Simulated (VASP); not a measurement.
Input of a VASP 6.6.1 run:

File INCAR:

```
SYSTEM = AlGa3N4
PREC     = Accurate       ! precision mode
ENCUT    = 520            ! plane-wave cutoff, eV
EDIFF    = 1E-7           ! SCF threshold, eV
ISMEAR   = 0              ! smearing method
SIGMA    = 0.02           ! smearing width, eV
LREAL    = .False.        ! projectors in reciprocal space
LASPH    = .True.         ! aspherical terms in the spheres
NELM     = 100            ! most SCF steps
ALGO     = Normal         ! electronic algorithm
ISIF     = 2              ! what is computed and relaxed
LWAVE    = .False.        ! write WAVECAR
LCHARG   = .False.        ! write CHGCAR
GGA      = PS             ! functional
NBANDS   = 41             ! bands
```

File KPOINTS:

```
Automatic mesh
0
Gamma
  6 6 6
  0 0 0
```

File POSCAR:

```
AlGa3N4
1.0
    4.6016567581      0.0000000000      0.0000000000
    0.0000000000      4.6016567581      0.0000000000
    0.0000000000      0.0000000000      4.3135642029
Al Ga N
1 3 4
Direct
    0.0000000000      0.0000000000      0.0000000000
    0.5000000000      0.5000000000      0.0000000000
    0.5000000000      0.0000000000      0.5000000000
    0.0000000000      0.5000000000      0.5000000000
    0.7547587074      0.7547587074      0.2444054606
    0.7547587074      0.2452412926      0.7555945394
    0.2452412926      0.7547587074      0.7555945394
    0.2452412926      0.2452412926      0.2444054606
```

Potentials or basis: VASP PAW PBE potentials, release 64 (Al, Ga_d, N).

Launch:

```sh
$ cat potpaw_PBE.64/Al/POTCAR potpaw_PBE.64/Ga_d/POTCAR potpaw_PBE.64/N/POTCAR > POTCAR
$ mpirun -np 1 vasp_std > vasp.out
```

What does it give for the largest force?

0.005 eV/Å.

Estimate the band gap on the k mesh.

1.97 eV, direct.

Stress tensor (GPa, compression positive):
```
-7.16  0.00  0.00
 0.00 -7.16  0.00
 0.00  0.00 -0.11
```

Caveat: the cell differs from its parent crystal (biaxial strain in the a-b plane: +3.0 %, then relaxed in part); the PAW data sets were made with another functional, which shifts forces and pressure a little.
